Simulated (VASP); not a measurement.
Si2GeC3:

```xyz
6
Lattice="3.0254 0.0000 0.0000 0.0000 3.0254 0.0000 0.0000 0.0000 9.0450" Properties=species:S:1:pos:R:3 pbc="T T T"
Si    0.0000    0.0000    3.0234
Si    0.0000    0.0000    6.0216
Ge    0.0000    0.0000    0.0000
C     1.5127    1.5127    1.6620
C     1.5127    1.5127    4.5225
C     1.5127    1.5127    7.3830
```

- Program: VASP 6.6.1
- Task: relaxation of cell and atoms
- Functional: PBE
- Potentials or basis: VASP PAW PBE potentials, release 64 (Si, Ge_d, C)
- Cutoff: 600 eV
- k mesh: 6 × 6 × 2
- Occupations: gaussian, width 0.1 eV
- Spin: no spin polarisation

At the start: pressure -21.4 GPa; volume 13.80 Å³/atom.

Question: Where does the relaxation end?

Answer: Over 36 steps the energy falls by 1497.0 meV/atom and the volume is 11.58 Å³/atom (-16.1 %); space group P4/mmm (No. 123, to 0.05 Å).

The path:
```csv
step,energy change (eV),largest force (eV/Å),pressure (GPa),volume (Å³)
1,0.0000,0.9185,-21.35,82.79
2,-2.2239,1.1983,-6.67,62.65
3,-2.3160,1.1972,0.31,59.38
4,-2.3163,1.1988,1.44,58.96
5,-2.4705,1.2742,2.29,58.76
6,-2.9787,1.3475,7.25,58.17
7,-3.8952,1.8413,22.74,56.99
8,-3.4260,17.2889,89.90,54.64
9,-4.1226,2.2727,25.34,56.81
10,-6.1102,2.9484,41.07,55.72
11,-6.3664,3.2658,56.71,55.18
12,-6.4685,3.0875,48.15,55.43
13,-6.4922,3.1835,50.31,55.36
14,-6.5058,3.1870,50.56,55.38
15,-6.5359,3.1843,51.35,55.44
16,-6.5425,3.1919,53.29,55.56
17,-6.5489,3.1881,52.42,55.51
18,-6.5795,3.1744,51.91,55.59
19,-6.6697,3.1333,50.43,55.84
20,-6.8432,3.0505,47.52,56.34
21,-7.1639,2.8824,41.86,57.35
22,-7.7035,2.5440,31.65,59.40
23,-8.4242,1.9224,15.33,63.65
24,-8.8269,0.9489,-4.48,72.73
25,-8.8364,1.0659,-2.46,71.48
26,-8.8361,1.0996,-1.88,71.14
27,-8.8533,1.0229,-1.74,71.07
28,-8.8967,0.8041,-1.31,70.87
29,-8.9541,0.4831,-0.38,70.47
30,-8.9404,0.8863,1.15,69.65
31,-8.9714,0.4267,0.23,70.14
32,-8.9715,0.4525,0.29,70.11
33,-8.9769,0.0743,-0.78,70.17
34,-8.9770,0.0686,-0.94,70.18
35,-8.9805,0.0363,-0.55,69.89
36,-8.9822,0.0162,0.05,69.46
```

Final structure:
```yaml
crystal:
  lattice:
    - [2.80207, 0.00000, 0.00000]
    - [0.00000, 2.80207, 0.00000]
    - [0.00000, 0.00000, 8.84616]
  atoms:
    - { symbol: Si, position: [0.00000, 0.00000, 0.27796] }
    - { symbol: Si, position: [0.00000, 0.00000, 0.72204] }
    - { symbol: Ge, position: [0.00000, 0.00000, 0.00000] }
    - { symbol: C, position: [0.50000, 0.50000, 0.34412] }
    - { symbol: C, position: [0.50000, 0.50000, 0.50000] }
    - { symbol: C, position: [0.50000, 0.50000, 0.65588] }
```

Caveat: the volume moved by over 15 % at a fixed basis, so the end points are rough.
